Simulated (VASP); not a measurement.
# Ni (Fm-3m) in VASP: relaxation of cell and atoms with r2SCAN

Aim: the relaxation of cell and atoms of Ni with r2SCAN.

Program: VASP 6.6.1. These are calculated values, not measurements. Logs are shortened: lines on timing, memory, paths and dates and some standing lists are left out, and cuts for length are marked.

### 1 The cell of the first run

The structure is cubic, space group Fm-3m (No. 225). Conventional cell: a = 3.476 Å, b = 3.476 Å, c = 3.476 Å, α = 90.00°, β = 90.00°, γ = 90.00°. Ni (site symmetry m-3m) has 12 Ni at 2.46 Å within 3.2 Å.

### 2 Relaxation of cell and atoms, r2SCAN, collinear spin, ferromagnetic start

File POSCAR:

```
Ni
1.0
    0.0000000000      1.7380684957      1.7380684957
    1.7380684957      0.0000000000      1.7380684957
    1.7380684957      1.7380684957      0.0000000000
Ni
1
Direct
    0.0000000000      0.0000000000      0.0000000000
```

File INCAR.step1:

```
SYSTEM = Ni
PREC = Accurate ; ENCUT = 660
ISMEAR = -1 ; SIGMA = 0.1
LREAL = .False. ; LASPH = .True.
NELM = 200 ; ISPIN = 2
MAGMOM = 1 ; LMAXMIX = 4
GGA = PE ; ALGO = Normal
EDIFF = 1E-5 ; LWAVE = .True.
LCHARG = .False. ; GGA_COMPAT = .False.
IBRION = 2 ; ISIF = 3
EDIFFG = -0.005 ; NELMIN = 4
NSW = 100
```

File INCAR.step2:

```
SYSTEM = Ni
PREC = Accurate ; ENCUT = 660
EDIFF = 1E-7 ; ISMEAR = -1
SIGMA = 0.1 ; LREAL = .False.
LASPH = .True. ; NELM = 200
ALGO = Normal ; ISIF = 3
LWAVE = .False. ; LCHARG = .False.
ISPIN = 2 ; MAGMOM = 1
LORBIT = 11 ; LMAXMIX = 4
METAGGA = R2SCAN ; LMIXTAU = .True.
IBRION = 2 ; NSW = 60
EDIFFG = -0.005 ; ISTART = 1
GGA_COMPAT = .False. ; NELMIN = 4
```

File KPOINTS:

```
regular mesh
0
Gamma
  21 21 21
  0 0 0
```

Potentials or basis: VASP PAW PBE potentials, release 64 (Ni).

Command:

```
$ cat potpaw_PBE.64/Ni/POTCAR > POTCAR
$ cp INCAR.step1 INCAR
$ mpirun -np 1 vasp_std > vasp.out
$ cp INCAR.step2 INCAR
$ mpirun -np 1 vasp_std > vasp.out
```

OUTCAR:

```text
SYSTEM = Ni
   PREC = Accurate
   ENCUT = 660
   EDIFF = 1E-7
   ISMEAR = -1
   LREAL = .False.
   LASPH = .True.
   NELM = 200
   ISIF = 3
   ISPIN = 2
   LORBIT = 11
   METAGGA = R2SCAN
   IBRION = 2
   NSW = 60
   EDIFFG = -0.005
   ISTART = 1
   NELMIN = 4

 ion  position               nearest neighbor table
   1  0.000  0.000  0.000-

  LATTYP: Found a face centered cubic cell.
 ALAT       =     3.4761369914

  Lattice vectors:

 A1 = (   0.0000000000,   1.7380684957,   1.7380684957)
 A2 = (   1.7380684957,   0.0000000000,   1.7380684957)
 A3 = (   1.7380684957,   1.7380684957,   0.0000000000)

Analysis of symmetry for initial positions (statically):
=====================================================================
 Subroutine PRICEL returns:
 Original cell was already a primitive cell.

 Routine SETGRP: Setting up the symmetry group for a
 face centered cubic supercell.

 Subroutine GETGRP returns: Found 48 space group operations
 (whereof 48 operations were pure point group operations)
 out of a pool of 48 trial point group operations.

The static configuration has the point symmetry O_h .

Analysis of symmetry for dynamics (positions and initial velocities):
=====================================================================
 Subroutine PRICEL returns:
 Original cell was already a primitive cell.

 Routine SETGRP: Setting up the symmetry group for a
 face centered cubic supercell.

 Subroutine GETGRP returns: Found 48 space group operations
 (whereof 48 operations were pure point group operations)
 out of a pool of 48 trial point group operations.

The dynamic configuration has the point symmetry O_h .

Analysis of structural, dynamic, and magnetic symmetry:
=====================================================================
 Subroutine PRICEL returns:
 Original cell was already a primitive cell.

 Routine SETGRP: Setting up the symmetry group for a
 face centered cubic supercell.

 Subroutine GETGRP returns: Found 48 space group operations
 (whereof 48 operations were pure point group operations)
 out of a pool of 48 trial point group operations.

The overall configuration has the point symmetry O_h .

 Subroutine INISYM returns: Found 48 space group operations
 (whereof 48 operations are pure point group operations),
 and found     1 'primitive' translations

----------------------------------------------------------------------------------------

                                     Primitive cell

  volume of cell :      10.5010

  direct lattice vectors                    reciprocal lattice vectors
     0.000000000  1.738068496  1.738068496    -0.287675659  0.287675659  0.287675659
     1.738068496  0.000000000  1.738068496     0.287675659 -0.287675659  0.287675659
     1.738068496  1.738068496  0.000000000     0.287675659  0.287675659 -0.287675659

  length of vectors
     2.458000039  2.458000039  2.458000039     0.498268858  0.498268858  0.498268858

  position of ions in fractional coordinates (direct lattice)
     0.000000000  0.000000000  0.000000000

  ion indices of the primitive-cell ions
   primitive index   ion index
                 1           1

----------------------------------------------------------------------------------------

 KPOINTS: regular mesh

Automatic generation of k-mesh.
 Grid dimensions read from file:
 generate k-points for:   21   21   21

 Generating k-lattice:

  Cartesian coordinates                     Fractional coordinates (reciprocal lattice)
    -0.013698841  0.013698841  0.013698841     0.047619048  0.000000000  0.000000000
     0.013698841 -0.013698841  0.013698841     0.000000000  0.047619048  0.000000000
     0.013698841  0.013698841 -0.013698841     0.000000000  0.000000000  0.047619048

  Length of vectors
     0.023727088  0.023727088  0.023727088

  Shift w.r.t. Gamma in fractional coordinates (k-lattice)
     0.000000000  0.000000000  0.000000000

 Subroutine IBZKPT returns following result:
 ===========================================

 Found    286 irreducible k-points:

 Following reciprocal coordinates:
            Coordinates               Weight
  0.000000  0.000000  0.000000      1.000000
  0.047619  0.000000  0.000000      8.000000
  0.095238  0.000000  0.000000      8.000000
  0.142857  0.000000  0.000000      8.000000
  0.190476  0.000000  0.000000      8.000000
  0.238095  0.000000  0.000000      8.000000
[... 16 lines left out ...]
 -0.428571  0.047619  0.000000     24.000000
 -0.380952  0.047619  0.000000     24.000000
 [... further k-points ...]
   k-points           NKPTS =    286   k-points in BZ     NKDIM =    286   number of bands    NBANDS=     10
   number of dos      NEDOS =    301   number of ions     NIONS =      1
   total plane-waves  NPLWV =  13824
   dimension x,y,z NGX =    24 NGY =   24 NGZ =   24
   dimension x,y,z NGXF=    48 NGYF=   48 NGZF=   48
   ions per type =               1
   NGX,Y,Z   is equivalent  to a cutoff of  16.23, 16.23, 16.23 a.u.
   NGXF,Y,Z  is equivalent  to a cutoff of  32.46, 32.46, 32.46 a.u.
 SYSTEM =  Ni
   PREC   = accura    normal or accurate (medium, high low for compatibility)
   ISTART =      1    job   : 0-new  1-cont  2-samecut
   ICHARG =      0    charge: 1-file 2-atom 10-const
   ISPIN  =      2    spin polarized calculation?
   LNONCOLLINEAR =      F non collinear calculations
   LSORBIT =      F    spin-orbit coupling
   LASPH  =      T    aspherical Exc in radial PAW
   ENCUT  =  660.0 eV  48.51 Ry    6.96 a.u.   5.15  5.15  5.15*2*pi/ulx,y,z
   NELM   =    200;   NELMIN=  4; NELMDL=  0     # of ELM steps
   EDIFF  = 0.1E-06   stopping-criterion for ELM
   LREAL  =      F    real-space projection
   EDIFFG = -.5E-02   stopping-criterion for IOM
   NSW    =     60    number of steps for IOM
   IBRION =      2    ionic relax: 0-MD 1-quasi-New 2-CG
   NFREE  =      1    steps in history (QN), initial steepest desc. (CG)
   ISIF   =      3    stress and relaxation
   ISYM   =      2    0-nonsym 1-usesym 2-fastsym
   POTIM  = 0.5000    time-step for ionic-motion
   TEBEG  =    0.0;   TEEND  =   0.0 temperature during run
   PSTRESS=    0.0 pullay stress
   NELECT =      10.0000    total number of electrons
   NUPDOWN=      -1.0000    fix difference up-down
   EMIN   =  10.00;   EMAX   =-10.00  energy-range for DOS
   EFERMI =   0.00;   METHOD = LEGACY
   ISMEAR =    -1;   SIGMA  =   0.10  broadening in eV -4-tet -1-fermi 0-gaus
   EFERMI_NEDOS =   21; number of points for ismear=-14 and -15
   IALGO  =     38    algorithm
   IMIX   =      4    mixing-type and parameters
     AMIX     =   0.40;   BMIX     =  1.00
     AMIX_MAG =   1.60;   BMIX_MAG =  1.00
  volume/ion in A,a.u.               =      10.50        70.86
  Fermi-wavevector in a.u.,A,eV,Ry     =   1.610638  3.043665 35.295619  2.594155
  Thomas-Fermi vector in A             =   2.706156
   LORBIT       =     11    0 simple, 1 ext, 2 COOP (PROOUT), +10 PAW based schemes
   METAGGA = R2SCAN    functional components
   LHFCALC =     F    Hartree Fock is set to
   AEXX    =    0.0000 exact exchange contribution
   IVDW    =     0    specifies the selected vdW correction
   LEPSILON=     F    determine dielectric tensor
   LRPA    =     F    only Hartree local field effects (RPA)
 conjugate gradient relaxation of ions
 spin polarized calculation
  energy-cutoff  :      660.00
  volume of cell :       10.50
 maximum number of plane-waves:       419
 NGX is ok and might be reduce to    24
   NGX = 11   NGY = 11   NGZ = 11

--------------------------------------- Ionic step        1  -------------------------------------------

 number of electron      10.0000002 magnetization       0.7122303

 Free energy of the ion-electron system (eV)
  ---------------------------------------------------
  ext. energy  EPLUGINS =         0.00000000
  ---------------------------------------------------
  free energy    TOTEN  =       -11.96557575 eV

  energy without entropy =      -11.92479532  energy(sigma->0) =      -11.94518554

------------------------ aborting loop because EDIFF is reached ----------------------------------------

  FORCE on cell =-STRESS in cart. coord.  units (eV):
  Direction    XX          YY          ZZ          XY          YZ          ZX
  --------------------------------------------------------------------------------------
  -------------------------------------------------------------------------------------
  Total        0.0431691      0.0431691      0.0431691      0.0000000      0.0000000      0.0000000
  in kB        6.5864779      6.5864779      6.5864779      0.0000000      0.0000000      0.0000000
  external PRESSURE =       6.5864779 kB  Pullay stress =       0.0000000 kB

 VOLUME and BASIS-vectors are now :
 -----------------------------------------------------------------------------
  energy-cutoff  :      660.00
  volume of cell :       10.50
      direct lattice vectors                 reciprocal lattice vectors
     0.000000000  1.738068496  1.738068496    -0.287675659  0.287675659  0.287675659
     1.738068496  0.000000000  1.738068496     0.287675659 -0.287675659  0.287675659
     1.738068496  1.738068496  0.000000000     0.287675659  0.287675659 -0.287675659
[... 36 lines left out ...]
 POSITION                                       TOTAL-FORCE (eV/Angst)
 -----------------------------------------------------------------------------------
      3.48338      3.48338      3.48338         0.000000      0.000000      0.000000
 -----------------------------------------------------------------------------------
    total drift:                               -0.000000     -0.000000      0.000000

  FREE ENERGIE OF THE ION-ELECTRON SYSTEM (eV)
  ---------------------------------------------------
  free  energy   TOTEN  =       -11.9655842400 eV

  energy  without entropy=      -11.9246305462  energy(sigma->0) =      -11.94510739

--------------------------------------- Ionic step        3  -------------------------------------------

 number of electron      10.0000002 magnetization       0.7133272

 Free energy of the ion-electron system (eV)
  ---------------------------------------------------
  ext. energy  EPLUGINS =         0.00000000
  ---------------------------------------------------
  free energy    TOTEN  =       -11.96564965 eV

  energy without entropy =      -11.92477878  energy(sigma->0) =      -11.94521421

 E-fermi :   9.7611     XC(G=0): -14.6059

 val. band max:        9.7524522017   @ k =   0.4286   0.1905   0.0476
 cond. band min:       9.7633751820   @ k =   0.3810   0.0952   0.0000
 fundamental gap:      0.0109229803
 Fermi energy:         9.7611337874

 spin component 1

 k-point     1 :       0.0000    0.0000    0.0000
  band No.  band energies     occupation
      1       0.1394      1.00000
      2       6.7722      1.00000
      3       6.7722      1.00000
      4       6.7722      1.00000
      5       8.1034      1.00000
      6       8.1034      1.00000
      7      34.5987      0.00000
      8      39.0111      0.00000
      9      39.0111      0.00000
     10      39.0111      0.00000

 k-point     2 :       0.0476    0.0000    0.0000
  band No.  band energies     occupation
      1       0.2338      1.00000
      2       6.7481      1.00000
      3       6.7934      1.00000
      4       6.7934      1.00000
      5       8.0942      1.00000
      6       8.0942      1.00000
      7      34.3218      0.00000
      8      37.5967      0.00000
      9      38.7420      0.00000
     10      38.7420      0.00000
[... 274 lines left out ...]
 k-point    24 :      -0.3810    0.0476    0.0000
  band No.  band energies     occupation
      1       4.2152      1.00000
      2       6.8734      1.00000
      3       6.9292      1.00000
      4       7.6239      1.00000
      5       8.5144      1.00000
      6       8.9735      0.99962
      7      18.1078      0.00000
      8      32.5532      0.00000
      9      35.0226      0.00000
     10      36.7795      0.00000

 [... further k-points ...]

 spin component 2

 k-point     1 :       0.0000    0.0000    0.0000
  band No.  band energies     occupation
      1      -0.1110      1.00000
      2       8.0713      1.00000
      3       8.0713      1.00000
      4       8.0713      1.00000
      5       8.8596      0.99988
      6       8.8596      0.99988
      7      34.3461      0.00000
      8      39.1199      0.00000
      9      39.1199      0.00000
     10      39.1199      0.00000

 k-point     2 :       0.0476    0.0000    0.0000
  band No.  band energies     occupation
      1      -0.0159      1.00000
      2       8.0408      1.00000
      3       8.0939      1.00000
      4       8.0940      1.00000
      5       8.8497      0.99989
      6       8.8498      0.99989
      7      34.1088      0.00000
      8      37.7173      0.00000
      9      38.8752      0.00000
     10      38.8752      0.00000
[... 308 lines left out ...]
 POSITION                                       TOTAL-FORCE (eV/Angst)
 -----------------------------------------------------------------------------------
      0.00000      0.00000      0.00000         0.000000      0.000000      0.000000
 -----------------------------------------------------------------------------------
    total drift:                               -0.000000      0.000000      0.000000

  FREE ENERGIE OF THE ION-ELECTRON SYSTEM (eV)
  ---------------------------------------------------
  free  energy   TOTEN  =       -11.9656496483 eV

  energy  without entropy=      -11.9247787760  energy(sigma->0) =      -11.94521421

 reached required accuracy - stopping structural energy minimisation

 total charge

# of ion       s       p       d       tot
------------------------------------------
    1        0.528   0.547   8.329   9.405

 magnetization (x)

# of ion       s       p       d       tot
------------------------------------------
    1       -0.010  -0.043   0.785   0.732
```

It took 22 min on 1 thread of Oxide Virtual Turin-like, shared host; peak memory 0.19 GiB.

Results:

| Property | Result |
| --- | --- |
| Free energy | -11.9656 eV |
| Relaxed volume | 10.54 Å³/atom |
| Relaxed cell | a = 2.461 Å, b = 2.461 Å, c = 2.461 Å, α = 60.00°, β = 60.00°, γ = 60.00° |
| Space group after relaxing (to 0.1 Å) | Fm-3m (No. 225) |
| Energy gained by relaxing | 0.1 meV/atom |
| Ionic steps | 3 |
| Pressure after relaxing | -0.1 GPa |
| Net moment | 0.71 μB per cell |
| Site moments | Ni +0.73 μB |
| Valence electrons inside the program's atomic spheres | Ni 9.40 |

Final structure:
```cif
data_structure
_symmetry_space_group_name_H-M 'P 1'
_symmetry_Int_Tables_number 1
_cell_length_a 2.4607
_cell_length_b 2.4607
_cell_length_c 2.4607
_cell_angle_alpha 60.000
_cell_angle_beta 60.000
_cell_angle_gamma 60.000
_cell_volume 10.54
loop_
_atom_site_label
_atom_site_type_symbol
_atom_site_fract_x
_atom_site_fract_y
_atom_site_fract_z
_atom_site_occupancy
Ni1 Ni 0.00000 0.00000 0.00000 1
```

Caveat: the PAW data sets were made with another functional, which shifts forces and pressure a little.
